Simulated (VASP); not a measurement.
# TePb3Se2 (P-3m1) in VASP: single point with PBE

Aim: the single point of TePb3Se2 with PBE.

All numbers are computed with VASP 6.6.1; they aren't measurements. Logs are shortened: lines on timing, memory, paths and dates and some standing lists are left out, and cuts for length are marked.

### Step 1. The cell of the first run

The structure is trigonal, space group P-3m1 (No. 164). Conventional cell: a = 4.478 Å, b = 4.478 Å, c = 10.971 Å, α = 90.00°, β = 90.00°, γ = 120.00°. Te (site symmetry -3m) has 6 Pb at 3.26 Å within 4.3 Å. Pb (site symmetry 3m) has 3 Se at 3.12 Å and 3 Te at 3.26 Å within 4.1 Å. Within 4.1 Å of Pb (site symmetry -3m) lie 6 Se at 3.13 Å. Se (site symmetry 3m) has 6 Pb at 3.12 to 3.13 Å within 4.1 Å.

### Step 2. Single point, PBE

File INCAR:

```
SYSTEM = TePb3Se2
PREC     = Accurate       ! precision mode
ENCUT    = 520            ! plane-wave cutoff, eV
EDIFF    = 1E-6           ! SCF threshold, eV
ISMEAR   = 0              ! smearing method
SIGMA    = 0.02           ! smearing width, eV
LREAL    = .FALSE.        ! projectors in reciprocal space
LASPH    = .TRUE.         ! aspherical terms in the spheres
NELM     = 60             ! most SCF steps
ALGO     = Normal         ! electronic algorithm
ISIF     = 2              ! what is computed and relaxed
LWAVE    = .FALSE.        ! write WAVECAR
LCHARG   = .TRUE.         ! write CHGCAR
GGA      = PE             ! functional
LELF     = .TRUE.         ! ELF
LVHAR    = .TRUE.       
NBANDS   = 39             ! bands
```

File KPOINTS:

```
Automatic mesh
0
G
  12 12 4
  0 0 0
```

File POSCAR:

```
TePb3Se2
1.0
    4.4778501879      0.0000000000      0.0000000000
   -2.2389250940      3.8779320170      0.0000000000
    0.0000000000      0.0000000000     10.9713539646
Te Pb Se
1 3 2
Direct
    0.0000000000      0.0000000000      0.5000000000
    0.3333333333      0.6666666667      0.6808210027
    0.6666666667      0.3333333333      0.3191789973
    0.0000000000      0.0000000000      0.0000000000
    0.3333333333      0.6666666667      0.1602731123
    0.6666666667      0.3333333333      0.8397268877
```

Potentials or basis: VASP PAW PBE potentials, release 64 (Te, Pb_d, Se).

Started as:

```sh
$ cat potpaw_PBE.64/Te/POTCAR potpaw_PBE.64/Pb_d/POTCAR potpaw_PBE.64/Se/POTCAR > POTCAR
$ mpirun -np 1 vasp_std > vasp.out
```

OUTCAR:

```text
SYSTEM = TePb3Se2
   PREC = Accurate
   ENCUT = 520
   EDIFF = 1E-6
   ISMEAR = 0
   LREAL = .FALSE.
   LASPH = .TRUE.
   NELM = 60
   ISIF = 2
   GGA = PE

 ion  position               nearest neighbor table
   1  0.000  0.000  0.500-   2 3.26   3 3.26   2 3.26   3 3.26   3 3.26   2 3.26
   2  0.333  0.667  0.681-   6 3.12   6 3.12   6 3.12   1 3.26   1 3.26   1 3.26
   3  0.667  0.333  0.319-   5 3.12   5 3.12   5 3.12   1 3.26   1 3.26   1 3.26
   4  0.000  0.000  0.000-   5 3.13   6 3.13   5 3.13   6 3.13   6 3.13   5 3.13
   5  0.333  0.667  0.160-   3 3.12   3 3.12   3 3.12   4 3.13   4 3.13   4 3.13
   6  0.667  0.333  0.840-   2 3.12   2 3.12   2 3.12   4 3.13   4 3.13   4 3.13

  LATTYP: Found a hexagonal cell.
 ALAT       =     4.4778501879
 C/A-ratio  =     2.4501386836

  Lattice vectors:

 A1 = (   4.4778501879,   0.0000000000,   0.0000000000)
 A2 = (  -2.2389250940,   3.8779320170,   0.0000000000)
 A3 = (   0.0000000000,   0.0000000000,  10.9713539646)

Analysis of symmetry for initial positions (statically):
=====================================================================
 Subroutine PRICEL returns:
 Original cell was already a primitive cell.

 Routine SETGRP: Setting up the symmetry group for a
 hexagonal supercell.

 Subroutine GETGRP returns: Found 12 space group operations
 (whereof 12 operations were pure point group operations)
 out of a pool of 24 trial point group operations.

The static configuration has the point symmetry D_3d.

Analysis of symmetry for dynamics (positions and initial velocities):
=====================================================================
 Subroutine PRICEL returns:
 Original cell was already a primitive cell.

 Routine SETGRP: Setting up the symmetry group for a
 hexagonal supercell.

 Subroutine GETGRP returns: Found 12 space group operations
 (whereof 12 operations were pure point group operations)
 out of a pool of 24 trial point group operations.

The dynamic configuration has the point symmetry D_3d.

 Subroutine INISYM returns: Found 12 space group operations
 (whereof 12 operations are pure point group operations),
 and found     1 'primitive' translations

----------------------------------------------------------------------------------------

                                     Primitive cell

  volume of cell :     190.5154

  direct lattice vectors                    reciprocal lattice vectors
     4.477850188  0.000000000  0.000000000     0.223321451  0.128934700  0.000000000
    -2.238925094  3.877932017  0.000000000     0.000000000  0.257869399  0.000000000
     0.000000000  0.000000000 10.971353965     0.000000000  0.000000000  0.091146453

  length of vectors
     4.477850188  4.477850188 10.971353965     0.257869399  0.257869399  0.091146453

  position of ions in fractional coordinates (direct lattice)
     0.000000000  0.000000000  0.500000000
     0.333333333  0.666666667  0.680821003
     0.666666667  0.333333333  0.319178997
     0.000000000  0.000000000  0.000000000
     0.333333333  0.666666667  0.160273112
     0.666666667  0.333333333  0.839726888

  ion indices of the primitive-cell ions
   primitive index   ion index
                 1           1
                 2           2
                 3           3
                 4           4
                 5           5
                 6           6

----------------------------------------------------------------------------------------

 KPOINTS: Automatic mesh

Automatic generation of k-mesh.
 Grid dimensions read from file:
 generate k-points for:   12   12    4

 Generating k-lattice:

  Cartesian coordinates                     Fractional coordinates (reciprocal lattice)
     0.018610121  0.010744558  0.000000000     0.083333333 -0.000000000  0.000000000
     0.000000000  0.021489117  0.000000000     0.000000000  0.083333333  0.000000000
     0.000000000  0.000000000  0.022786613     0.000000000  0.000000000  0.250000000

  Length of vectors
     0.021489117  0.021489117  0.022786613

  Shift w.r.t. Gamma in fractional coordinates (k-lattice)
     0.000000000  0.000000000  0.000000000

 Subroutine IBZKPT returns following result:
 ===========================================

 Found     69 irreducible k-points:

 Following reciprocal coordinates:
            Coordinates               Weight
  0.000000  0.000000  0.000000      1.000000
  0.083333  0.000000  0.000000      6.000000
  0.166667  0.000000  0.000000      6.000000
  0.250000  0.000000  0.000000      6.000000
  0.333333 -0.000000  0.000000      6.000000
  0.416667  0.000000  0.000000      6.000000
[... 16 lines left out ...]
  0.166667  0.000000  0.250000      6.000000
  0.000000  0.166667  0.250000      6.000000
 [... further k-points ...]
   k-points           NKPTS =     69   k-points in BZ     NKDIM =     69   number of bands    NBANDS=     39
   number of dos      NEDOS =    301   number of ions     NIONS =      6
   total plane-waves  NPLWV = 108864
   dimension x,y,z NGX =    36 NGY =   36 NGZ =   84
   dimension x,y,z NGXF=    72 NGYF=   72 NGZF=  168
   ions per type =               1   3   2
   NGX,Y,Z   is equivalent  to a cutoff of  13.37, 13.37, 12.73 a.u.
   NGXF,Y,Z  is equivalent  to a cutoff of  26.73, 26.73, 25.46 a.u.
 SYSTEM =  TePb3Se2
   PREC   = accura    normal or accurate (medium, high low for compatibility)
   ISTART =      0    job   : 0-new  1-cont  2-samecut
   ICHARG =      2    charge: 1-file 2-atom 10-const
   ISPIN  =      1    spin polarized calculation?
   LNONCOLLINEAR =      F non collinear calculations
   LSORBIT =      F    spin-orbit coupling
   LASPH  =      T    aspherical Exc in radial PAW
   ENCUT  =  520.0 eV  38.22 Ry    6.18 a.u.   8.33  8.33 20.40*2*pi/ulx,y,z
   NELM   =     60;   NELMIN=  2; NELMDL= -5     # of ELM steps
   EDIFF  = 0.1E-05   stopping-criterion for ELM
   LREAL  =      F    real-space projection
   EDIFFG = 0.1E-04   stopping-criterion for IOM
   NSW    =      0    number of steps for IOM
   IBRION =     -1    ionic relax: 0-MD 1-quasi-New 2-CG
   NFREE  =      0    steps in history (QN), initial steepest desc. (CG)
   ISIF   =      2    stress and relaxation
   ISYM   =      2    0-nonsym 1-usesym 2-fastsym
   POTIM  = 0.5000    time-step for ionic-motion
   TEBEG  =    0.0;   TEEND  =   0.0 temperature during run
   PSTRESS=    0.0 pullay stress
   NELECT =      60.0000    total number of electrons
   NUPDOWN=      -1.0000    fix difference up-down
   EMIN   =  10.00;   EMAX   =-10.00  energy-range for DOS
   EFERMI =   0.00;   METHOD = LEGACY
   ISMEAR =     0;   SIGMA  =   0.02  broadening in eV -4-tet -1-fermi 0-gaus
   EFERMI_NEDOS =   21; number of points for ismear=-14 and -15
   IALGO  =     38    algorithm
   IMIX   =      4    mixing-type and parameters
     AMIX     =   0.40;   BMIX     =  1.00
     AMIX_MAG =   1.60;   BMIX_MAG =  1.00
  volume/ion in A,a.u.               =      31.75       214.28
  Fermi-wavevector in a.u.,A,eV,Ry     =   1.113821  2.104816 16.879339  1.240596
  Thomas-Fermi vector in A             =   2.250409
   LORBIT       =      0    0 simple, 1 ext, 2 COOP (PROOUT), +10 PAW based schemes
   GGA     = PE    functional components
   LHFCALC =     F    Hartree Fock is set to
   AEXX    =    0.0000 exact exchange contribution
   IVDW    =     0    specifies the selected vdW correction
   LEPSILON=     F    determine dielectric tensor
   LRPA    =     F    only Hartree local field effects (RPA)
 non-spin polarized calculation
 Gauss-broadening in eV      SIGMA  =   0.02
  energy-cutoff  :      520.00
  volume of cell :      190.52
 maximum number of plane-waves:      5174
 NGX is ok and might be reduce to    36
   NGX = 17   NGY = 17   NGZ = 41

 number of electron      60.0000006 magnetization

 Free energy of the ion-electron system (eV)
  ---------------------------------------------------
  ext. energy  EPLUGINS =         0.00000000
  ---------------------------------------------------
  free energy    TOTEN  =       -23.87979933 eV

  energy without entropy =      -23.87979933  energy(sigma->0) =      -23.87979933

 E-fermi :   4.7639     XC(G=0):  -9.2443

 val. band max:        4.6794328115   @ k =   0.0000   0.0000   0.5000
 cond. band min:       5.2515549025   @ k =   0.5000   0.0000   0.5000
 fundamental gap:      0.5721220910
 Fermi energy:         4.7638969491

 k-point     1 :       0.0000    0.0000    0.0000
  band No.  band energies     occupation
      1     -12.0400      2.00000
      2     -12.0391      2.00000
      3     -12.0391      2.00000
      4     -12.0283      2.00000
      5     -12.0283      2.00000
      6     -12.0161      2.00000
[... 31 lines left out ...]
     38       9.1191      0.00000
     39       9.1365      0.00000

 k-point     2 :       0.0833    0.0000    0.0000
  band No.  band energies     occupation
      1     -12.0425      2.00000
      2     -12.0392      2.00000
      3     -12.0383      2.00000
      4     -12.0288      2.00000
      5     -12.0278      2.00000
      6     -12.0181      2.00000
[... 31 lines left out ...]
     38       8.9318      0.00000
     39       8.9661      0.00000

 k-point     3 :       0.1667    0.0000    0.0000
  band No.  band energies     occupation
      1     -12.0527      2.00000
      2     -12.0378      2.00000
      3     -12.0373      2.00000
      4     -12.0297      2.00000
      5     -12.0253      2.00000
      6     -12.0232      2.00000
[... 31 lines left out ...]
     38       8.6271      0.00000
     39       8.8345      0.00000

 k-point     4 :       0.2500    0.0000    0.0000
  band No.  band energies     occupation
      1     -12.0679      2.00000
      2     -12.0384      2.00000
      3     -12.0376      2.00000
      4     -12.0294      2.00000
      5     -12.0292      2.00000
      6     -12.0202      2.00000
[... 31 lines left out ...]
     38       8.7991      0.00000
     39       9.3066      0.00000
[... 754 lines left out ...]
     38       9.0360      0.00000
     39       9.0392      0.00000

 k-point    23 :       0.1667    0.0000    0.2500
  band No.  band energies     occupation
      1     -12.0522      2.00000
      2     -12.0379      2.00000
      3     -12.0373      2.00000
      4     -12.0306      2.00000
      5     -12.0258      2.00000
      6     -12.0239      2.00000
[... 31 lines left out ...]
     38       8.6021      0.00000
     39       8.6377      0.00000

 k-point    24 :       0.0000    0.1667    0.2500
  band No.  band energies     occupation
      1     -12.0531      2.00000
      2     -12.0377      2.00000
      3     -12.0371      2.00000
      4     -12.0301      2.00000
      5     -12.0251      2.00000
      6     -12.0198      2.00000
[... 31 lines left out ...]
     38       9.0442      0.00000
     39       9.0533      0.00000

 [... further k-points ...]

------------------------ aborting loop because EDIFF is reached ----------------------------------------

  FORCE on cell =-STRESS in cart. coord.  units (eV):
  Direction    XX          YY          ZZ          XY          YZ          ZX
  --------------------------------------------------------------------------------------
  -------------------------------------------------------------------------------------
  Total       -0.0290741     -0.0290741     -0.0256459      0.0000000      0.0000000     -0.0000000
  in kB       -0.2445044     -0.2445044     -0.2156745      0.0000000      0.0000000     -0.0000000
  external PRESSURE =      -0.2348945 kB  Pullay stress =       0.0000000 kB

 VOLUME and BASIS-vectors are now :
 -----------------------------------------------------------------------------
  energy-cutoff  :      520.00
  volume of cell :      190.52
      direct lattice vectors                 reciprocal lattice vectors
     4.477850188  0.000000000  0.000000000     0.223321451  0.128934700  0.000000000
    -2.238925094  3.877932017  0.000000000     0.000000000  0.257869399  0.000000000
     0.000000000  0.000000000 10.971353965     0.000000000  0.000000000  0.091146453

 POSITION                                       TOTAL-FORCE (eV/Angst)
 -----------------------------------------------------------------------------------
      0.00000      0.00000      5.48568        -0.000000      0.000000     -0.000000
     -0.00000      2.58529      7.46953         0.000000      0.000000     -0.001592
      2.23893      1.29264      3.50183         0.000000      0.000000      0.001592
      0.00000      0.00000      0.00000        -0.000000      0.000000     -0.000000
     -0.00000      2.58529      1.75841        -0.000000      0.000000      0.000441
      2.23893      1.29264      9.21294        -0.000000     -0.000000     -0.000441
 -----------------------------------------------------------------------------------
    total drift:                               -0.000000      0.000000     -0.000000

  FREE ENERGIE OF THE ION-ELECTRON SYSTEM (eV)
  ---------------------------------------------------
  free  energy   TOTEN  =       -23.8797993266 eV

  energy  without entropy=      -23.8797993266  energy(sigma->0) =      -23.87979933
```

It used 1200 s of CPU time on 1 thread of AMD EPYC 7R13 Processor (Zen 3), on a shared host.

Results:

| Property | Result |
| --- | --- |
| Free energy | -23.8798 eV |
| Pressure | 0.0 GPa |
| Band gap on the k mesh | 0.57 eV, indirect (least direct gap 0.58 eV) |

Caveat: spin-orbit coupling is left out, which moves the levels of the heavy elements. A k mesh can miss the band edges.
